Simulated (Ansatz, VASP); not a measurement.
## Two plane-wave programs on Mg

Contents of INCAR:

```
PREC = Accurate
ENCUT = 520
EDIFF = 1E-6
ISMEAR = 0
SIGMA = 0.1
LREAL = F
LASPH = T
NELM = 80
ALGO = Normal
ISIF = 2
LWAVE = F
LCHARG = F
GGA = PE
NBANDS = 9
```

The input KPOINTS:

```
regular mesh
0
Gamma
  15 15 8
```

The input POSCAR:

```
Mg
1.0
    3.3359093872      0.0000000000      0.0000000000
   -1.6679546935      2.8889822740      0.0000000000
    0.0000000000      0.0000000000      5.1033098218
Mg
2
Direct
    0.3333333333      0.6666666667      0.2500000000
    0.6666666667      0.3333333333      0.7500000000
```

Input for Ansatz:

```yaml
crystal:
  lattice:
    - [3.3359093872, 0.0, 0.0]
    - [-1.6679546935, 2.888982274, 0.0]
    - [0.0, 0.0, 5.1033098218]
  atoms:
    - { symbol: Mg, position: [0.3333333333, 0.6666666667, 0.25] }
    - { symbol: Mg, position: [0.6666666667, 0.3333333333, 0.75] }
basis:
  ecutwfc: 420
kpoints:
  mp_grid: { grid: [15, 15, 8] }
hamiltonian:
  xc: pbe
scf:
  occupations: { method: gaussian, width: 0.1 }
output:
  forces: true
  stress: true
  eigenvalues: true
  populations: true
```

Alike in both runs: task single point; functional PBE; k mesh 15 × 15 × 8; occupations gaussian, width 0.1 eV; no spin polarisation.

```csv
,VASP,Ansatz
version,VASP 6.6.1,Ansatz 0.2.0
potentials or method,"VASP PAW PBE potentials, release 64 (Mg), cutoff 520 eV","scalar-relativistic, plane waves, PAW"
valence electrons in the cell,4,20
```

Ansatz gave:

```
gap on the k mesh at the Fermi level (eV)                     : none
pressure (GPa)                                                : -2.1
traceless stress, the component that is largest in VASP (GPa) : 1.40
```

Estimate VASP's values.

gap on the k mesh at the Fermi level (eV): none; pressure (GPa): -2.2; traceless stress, the component that is largest in VASP (GPa): 1.39.

A gap of «none» marks a metal or a gap that the smearing closes. With one functional, cell and mesh, what is left measures potentials, basis and numerics. VASP's potentials hold 4 valence electrons a cell and Ansatz's 20, so a difference there can come from the potentials and not from the codes.
